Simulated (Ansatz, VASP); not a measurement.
# Si: VASP beside Ansatz

```xyz
2
Lattice="2.6392 0.0000 0.0000 -1.3196 2.2856 0.0000 0.0000 0.0000 4.5532" Properties=species:S:1:pos:R:3 pbc="T T T"
Si   -0.1950    1.5237    1.1383
Si    1.5146    0.7619    3.4149
```

Change from the starting cell: mode 1 (-103.9 1/cm) frozen in, largest displacement +0.195 Å.

Alike in both runs: task single point; functional r2SCAN; k mesh 24 × 24 × 14; occupations gaussian, width 0.15 eV; no spin polarisation.

```csv
,VASP,Ansatz
version,VASP 6.6.1,Ansatz 0.2.0
potentials or method,"VASP PAW PBE potentials, release 64 (Si), cutoff 520 eV","scalar-relativistic, plane waves, PAW"
valence electrons in the cell,8,8
```

|  | VASP | Ansatz | Ansatz less VASP |
| --- | --- | --- | --- |
| gap on the k mesh at the Fermi level (eV) | none | none | - |
| pressure (GPa) | 1.4 | 1.4 | -0.03 |
| traceless stress, the component that is largest in VASP (GPa) | -0.76 | -0.74 | +0.017 |
| rms of the force components (eV/Å) | 0.134 | 0.130 | -0.0038 |

VASP's potentials were made for PBE, not for r2SCAN. Atom by atom the forces differ by 0.004 eV/Å (rms over components). A gap of «none» marks a metal or a gap that the smearing closes. With one functional, cell and mesh, what is left measures potentials, basis and numerics.
